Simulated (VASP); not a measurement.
Wanted: the native input for a VASP 6.6.1 run.

```
Task                   : relaxation of cell and atoms
Functional             : PBEsol
Potentials or basis    : VASP PAW PBE potentials, release 64 (Si)
Cutoff                 : 600 eV
k mesh                 : 19 × 19 × 19
Occupations            : fermi-dirac, width 0.05 eV
Spin                   : no spin polarisation
Target pressure        : 69 GPa
Dipole correction      : no
Further INCAR settings : ALGO = Normal; EDIFF = 1e-06; IBRION = 2; EDIFFG = -0.005; NSW = 32; ISIF = 3
```

The structure of Si lies in POSCAR:

```
Si
1.0
    0.0000000000      1.7018371314      1.7018371314
    1.7018371314      0.0000000000      1.7018371314
    1.7018371314      1.7018371314      0.0000000000
Si
1
Direct
    0.0000000000      0.0000000000      0.0000000000
```

One way to write it, as run:

INCAR

```
  PREC = Accurate
  ENCUT = 600
  EDIFF = 1E-6
  ISMEAR = -1
  SIGMA = 0.05
  LREAL = F
  LASPH = T
  NELM = 80
  ALGO = Normal
  ISIF = 3
  LWAVE = F
  LCHARG = F
  GGA = PS
  IBRION = 2
  NSW = 32
  EDIFFG = -0.005
  PSTRESS = 690.0
```

KPOINTS

```
regular mesh
0
Gamma
  19 19 19
```

Potentials or basis: VASP PAW PBE potentials, release 64 (Si).

Run with:

```sh
$ cat potpaw_PBE.64/Si/POTCAR > POTCAR
$ mpirun -np 1 vasp_std > vasp.out
```

Results of the run:

- Relaxed volume: 9.87 Å³/atom
- Relaxed cell: a = 2.407 Å, b = 2.407 Å, c = 2.407 Å, α = 60.00°, β = 60.00°, γ = 60.00°
- Space group after relaxing (to 0.05 Å): Fm-3m (No. 225)
- Energy change on relaxing (the enthalpy is what falls): -3.5 meV/atom
- Ionic steps: 3
- Pressure after relaxing: 69.0 GPa
- Band gap on the k mesh: zero (band 2 reaches 29.54 eV, above the bottom of band 3 at 12.80 eV)

Caveat: the cell is relaxed towards a set pressure, so the enthalpy falls and the energy may rise; the PAW data sets were made with another functional, which shifts forces and pressure a little.

Wall time 30 s on 1 thread of Intel(R) Xeon(R) Platinum 8259CL CPU @ 2.50GHz (Skylake/Cascade Lake) (shared host), peak memory 0.13 GiB.
